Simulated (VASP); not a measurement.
# SiC (SiC (F-43m)) (F-43m) in VASP: settings compared, part 2 of 2

VASP 6.6.1.

## Step 4: Single point, r2SCAN

The input, POSCAR:

```
SiC
1.0
    0.0000000000      2.1898524999      2.1898524999
    2.1898524999      0.0000000000      2.1898524999
    2.1898524999      2.1898524999      0.0000000000
Si C
1 1
Direct
    0.7500000000      0.7500000000      0.7500000000
    0.0000000000      0.0000000000      0.0000000000
```

The input, INCAR.step1:

```
SYSTEM = SiC
PREC = Accurate
ENCUT = 660
ISMEAR = -1
SIGMA = 0.01
LREAL = .FALSE.
LASPH = .TRUE.
NELM = 120
NBANDS = 11
GGA = PE
ALGO = Normal
EDIFF = 1E-5
LWAVE = .TRUE.
LCHARG = .FALSE.
GGA_COMPAT = .FALSE.
```

The input, INCAR.step2:

```
SYSTEM = SiC
PREC = Accurate
ENCUT = 660
EDIFF = 1E-6
ISMEAR = -1
SIGMA = 0.01
LREAL = .FALSE.
LASPH = .TRUE.
NELM = 120
ALGO = Normal
ISIF = 2
LWAVE = .FALSE.
LCHARG = .TRUE.
METAGGA = R2SCAN
LMIXTAU = .TRUE.
LELF = .TRUE.
LVHAR = .TRUE.
NBANDS = 11
ISTART = 1
GGA_COMPAT = .FALSE.
```

The input, KPOINTS:

```
Automatic mesh
0
G
  11 11 11
  0 0 0
```

Potentials or basis: VASP PAW PBE potentials, release 64 (Si, C).

The run is started by

```bash
cat potpaw_PBE.64/Si/POTCAR potpaw_PBE.64/C/POTCAR > POTCAR
cp INCAR.step1 INCAR
mpirun -np 1 vasp_std > vasp.out
cp INCAR.step2 INCAR
mpirun -np 1 vasp_std > vasp.out
```

OUTCAR:

```text
SYSTEM = SiC
   PREC = Accurate
   ENCUT = 660
   EDIFF = 1E-6
   ISMEAR = -1
   LREAL = .FALSE.
   LASPH = .TRUE.
   NELM = 120
   ISIF = 2
   METAGGA = R2SCAN
   ISTART = 1

 ion  position               nearest neighbor table
   1  0.750  0.750  0.750-   2 1.90   2 1.90   2 1.90   2 1.90
   2  0.000  0.000  0.000-   1 1.90   1 1.90   1 1.90   1 1.90

  LATTYP: Found a face centered cubic cell.
 ALAT       =     4.3797049998

  Lattice vectors:

 A1 = (   0.0000000000,   2.1898524999,   2.1898524999)
 A2 = (   2.1898524999,   0.0000000000,   2.1898524999)
 A3 = (   2.1898524999,   2.1898524999,   0.0000000000)

Analysis of symmetry for initial positions (statically):
=====================================================================
 Subroutine PRICEL returns:
 Original cell was already a primitive cell.

 Routine SETGRP: Setting up the symmetry group for a
 face centered cubic supercell.

 Subroutine GETGRP returns: Found 24 space group operations
 (whereof 24 operations were pure point group operations)
 out of a pool of 48 trial point group operations.

The static configuration has the point symmetry T_d .

Analysis of symmetry for dynamics (positions and initial velocities):
=====================================================================
 Subroutine PRICEL returns:
 Original cell was already a primitive cell.

 Routine SETGRP: Setting up the symmetry group for a
 face centered cubic supercell.

 Subroutine GETGRP returns: Found 24 space group operations
 (whereof 24 operations were pure point group operations)
 out of a pool of 48 trial point group operations.

The dynamic configuration has the point symmetry T_d .

 Subroutine INISYM returns: Found 24 space group operations
 (whereof 24 operations are pure point group operations),
 and found     1 'primitive' translations

[... 115 lines left out ...]
  volume/ion in A,a.u.               =      10.50        70.87
  Fermi-wavevector in a.u.,A,eV,Ry     =   1.186716  2.242567 19.161000  1.408294
  Thomas-Fermi vector in A             =   2.322882
   LORBIT       =      0    0 simple, 1 ext, 2 COOP (PROOUT), +10 PAW based schemes
   METAGGA = R2SCAN    functional components
   LHFCALC =     F    Hartree Fock is set to
   AEXX    =    0.0000 exact exchange contribution
   IVDW    =     0    specifies the selected vdW correction
   LEPSILON=     F    determine dielectric tensor
   LRPA    =     F    only Hartree local field effects (RPA)
 non-spin polarized calculation
  energy-cutoff  :      660.00
  volume of cell :       21.00
 maximum number of plane-waves:       869
 NGX is ok and might be reduce to    28

 number of electron       8.0000000 magnetization

 Free energy of the ion-electron system (eV)
  ---------------------------------------------------
  ext. energy  EPLUGINS =         0.00000000
  ---------------------------------------------------
  free energy    TOTEN  =       -19.32749212 eV

  energy without entropy =      -19.32749212  energy(sigma->0) =      -19.32749212

 E-fermi :   8.0993     XC(G=0): -11.8674

 val. band max:        7.8144896372   @ k =   0.0000   0.0000   0.0000
 cond. band min:       9.6514056422   @ k =   0.4545   0.4545   0.0000
 fundamental gap:      1.8369160050
 Fermi energy:         8.0993376597

 k-point     1 :       0.0000    0.0000    0.0000
  band No.  band energies     occupation
      1      -8.2454      2.00000
      2       7.8145      2.00000
      3       7.8145      2.00000
      4       7.8145      2.00000
      5      14.4620      0.00000
      6      15.5555      0.00000
      7      15.5555      0.00000
      8      15.5555      0.00000
      9      22.9340      0.00000
     10      22.9340      0.00000
     11      25.3350      0.00000
[... 309 lines left out ...]
 k-point    24 :      -0.1818    0.1818    0.0000
  band No.  band energies     occupation
      1      -6.5390      2.00000
      2       3.3162      2.00000
      3       4.9572      2.00000
      4       7.2975      2.00000
      5      15.1811      0.00000
      6      16.0911      0.00000
      7      16.5105      0.00000
      8      17.4263      0.00000
      9      19.8176      0.00000
     10      23.6746      0.00000
     11      27.6397      0.00000

 [... further k-points ...]
[... 5 lines left out ...]
  --------------------------------------------------------------------------------------
  -------------------------------------------------------------------------------------
  Total       -0.5124627     -0.5124627     -0.5124627      0.0000000      0.0000000      0.0000000
  in kB      -39.0929362    -39.0929362    -39.0929362      0.0000000      0.0000000      0.0000000
  external PRESSURE =     -39.0929362 kB  Pullay stress =       0.0000000 kB

 VOLUME and BASIS-vectors are now :
 -----------------------------------------------------------------------------
  energy-cutoff  :      660.00
  volume of cell :       21.00
      direct lattice vectors                 reciprocal lattice vectors
     0.000000000  2.189852500  2.189852500    -0.228325880  0.228325880  0.228325880
     2.189852500  0.000000000  2.189852500     0.228325880 -0.228325880  0.228325880
     2.189852500  2.189852500  0.000000000     0.228325880  0.228325880 -0.228325880

 POSITION                                       TOTAL-FORCE (eV/Angst)
 -----------------------------------------------------------------------------------
      3.28478      3.28478      3.28478        -0.000000     -0.000000     -0.000000
      0.00000      0.00000      0.00000         0.000000      0.000000      0.000000
 -----------------------------------------------------------------------------------
    total drift:                               -0.000000     -0.000000     -0.000000

  FREE ENERGIE OF THE ION-ELECTRON SYSTEM (eV)
  ---------------------------------------------------
  free  energy   TOTEN  =       -19.3274921226 eV

  energy  without entropy=      -19.3274921226  energy(sigma->0) =      -19.32749212
```

OSZICAR.step1:

```text
N       E                     dE             d eps       ncg     rms          rms(c)
DAV:   1     0.633154184638E+01    0.63315E+01   -0.46834E+03  1232   0.811E+02
DAV:   2    -0.160677363055E+02   -0.22399E+02   -0.21150E+02  1627   0.114E+02
DAV:   3    -0.168731856699E+02   -0.80545E+00   -0.80313E+00  1542   0.177E+01
DAV:   4    -0.168769005601E+02   -0.37149E-02   -0.37146E-02  1431   0.144E+00
DAV:   5    -0.168769155858E+02   -0.15026E-04   -0.15026E-04  1516   0.921E-02    0.865E+00
DAV:   6    -0.151168568139E+02    0.17601E+01   -0.64607E+00  1370   0.113E+01    0.381E+00
DAV:   7    -0.150715943585E+02    0.45262E-01   -0.36571E-01  1475   0.348E+00    0.175E+00
DAV:   8    -0.150639017470E+02    0.76926E-02   -0.20013E-02  1403   0.948E-01    0.172E-01
DAV:   9    -0.150640076356E+02   -0.10589E-03   -0.16748E-03  1544   0.232E-01    0.112E-01
DAV:  10    -0.150641207386E+02   -0.11310E-03   -0.24597E-04  1379   0.951E-02    0.260E-02
DAV:  11    -0.150641230799E+02   -0.23413E-05   -0.44399E-05  1487   0.344E-02
   1 F= -.15064123E+02 E0= -.15064123E+02  d E =-.622267E-11
```

Wall time 37 s (1 thread of Intel Xeon 6975P-C (Granite Rapids), shared host); peak memory 0.16 GiB.

What came out:

```
Free energy            : -19.3275 eV
Pressure               : -3.9 GPa
Band gap on the k mesh : 1.84 eV, indirect (least direct gap 5.09 eV)
```

Levels at points of the mesh, in eV from the valence-band top:
| k point | band 1 | band 2 | band 3 | band 4 | band 5 | band 6 | band 7 | band 8 |
| --- | --- | --- | --- | --- | --- | --- | --- | --- |
| (0.00, 0.00, 0.00) | -16.06 | 0.00 | 0.00 | 0.00 | 6.65 | 7.74 | 7.74 | 7.74 |

Caveat: the PAW data sets were made with another functional, which shifts forces and pressure a little. A k mesh can miss the band edges.

## Step 5: Single point, PBE

This run uses another cell than the first one: it holds 32 atoms, not 2.

The input, INCAR:

```
ALGO = Normal
EDIFF = 1E-6
ENCUT = 600
GGA = PE
GGA_COMPAT = False
ISIF = 2
ISMEAR = -1
LASPH = True
LCHARG = False
LREAL = Auto
LWAVE = False
NBANDS = 86
NELM = 120
PREC = Accurate
SIGMA = 0.01
```

The input, KPOINTS:

```
Automatic mesh
0
Gamma
  1 1 1
  0.25 0.25 0.25
```

The input, POSCAR:

```
SiC
1.0
   -4.3797049997      4.3797049997     -4.3797049997
    4.3797049997      4.3797049997      4.3797049997
    4.3797049997     -4.3797049997     -4.3797049997
Si C
16 16
Direct
    0.0000000000      0.0000000000      0.7500000000
    0.0000000000      0.2500000000      0.5000000000
    0.0000000000      0.5000000000      0.2500000000
    0.0000000000      0.7500000000      0.0000000000
    0.2500000000      0.0000000000      0.5000000000
    0.2500000000      0.2500000000      0.2500000000
    0.2500000000      0.5000000000      0.0000000000
    0.2500000000      0.7500000000      0.7500000000
    0.5000000000      0.0000000000      0.2500000000
    0.5000000000      0.2500000000      0.0000000000
    0.5000000000      0.5000000000      0.7500000000
    0.5000000000      0.7500000000      0.5000000000
    0.7500000000      0.0000000000      0.0000000000
    0.7500000000      0.2500000000      0.7500000000
    0.7500000000      0.5000000000      0.5000000000
    0.7500000000      0.7500000000      0.2500000000
    0.0000000000      0.0000000000      0.0000000000
    0.0000000000      0.2500000000      0.7500000000
    0.0000000000      0.5000000000      0.5000000000
    0.0000000000      0.7500000000      0.2500000000
    0.2500000000      0.0000000000      0.7500000000
    0.2500000000      0.2500000000      0.5000000000
    0.2500000000      0.5000000000      0.2500000000
    0.2500000000      0.7500000000      0.0000000000
    0.5000000000      0.0000000000      0.5000000000
    0.5000000000      0.2500000000      0.2500000000
    0.5000000000      0.5000000000      0.0000000000
    0.5000000000      0.7500000000      0.7500000000
    0.7500000000      0.0000000000      0.2500000000
    0.7500000000      0.2500000000      0.0000000000
    0.7500000000      0.5000000000      0.7500000000
    0.7500000000      0.7500000000      0.5000000000
```

The run is started by

```bash
cat potpaw_PBE.64/Si/POTCAR potpaw_PBE.64/C/POTCAR > POTCAR
mpirun -np 1 vasp_std > vasp.out
```

Run time: 56 s. Hardware: 1 thread of Intel Xeon 6975P-C (Granite Rapids), shared host; peak memory 0.51 GiB.

The run converged. Its results:

```
Free energy            : -239.0552 eV
Pressure               : 0.3 GPa
Band gap on the k mesh : 4.28 eV
```

Levels at points of the mesh, in eV from the valence-band top:
```tsv
k point	band 60	band 61	band 62	band 63	band 64	band 65	band 66	band 67	band 68	band 69
(0.25, 0.25, 0.25)	0.00	0.00	0.00	0.00	0.00	4.28	4.28	4.28	4.28	4.28
```

Caveat: the k points lie up to 1.01 Å⁻¹ apart. A k mesh can miss the band edges.

## Step 6: Overview

| level | potentials or basis | cell | k mesh | cutoff (eV) | gap on the mesh (eV) | pressure (GPa) |
| --- | --- | --- | --- | --- | --- | --- |
| PBE | VASP PAW PBE potentials, release 64 (Si, C) | a = 3.097 Å, angles 60.0°, 2 atoms | 11 × 11 × 11 | 600 | 1.47 | -0.2 |
| LDA | VASP PAW LDA potentials, release 64 (Si, C) | a = 3.097 Å, angles 60.0°, 2 atoms | 11 × 11 × 11 | 600 | 1.41 | -7.3 |
| r2SCAN | VASP PAW PBE potentials, release 64 (Si, C) | a = 3.097 Å, angles 60.0°, 2 atoms | 11 × 11 × 11 | 660 | 1.84 | -3.9 |
| PBE | VASP PAW PBE potentials, release 64 (Si, C) | a = 7.586 Å, angles 109.5°, 32 atoms | 1 × 1 × 1, shifted | 600 | 4.28 | 0.3 |

Alike in all rows: task single point; no spin polarisation; smearing fermi-dirac 0.01 eV.

Caveats: some runs use coarse meshes; the PAW data sets were made with another functional, which shifts forces and pressure a little (some runs).

Absolute energies hang on the potentials; compare differences alone.
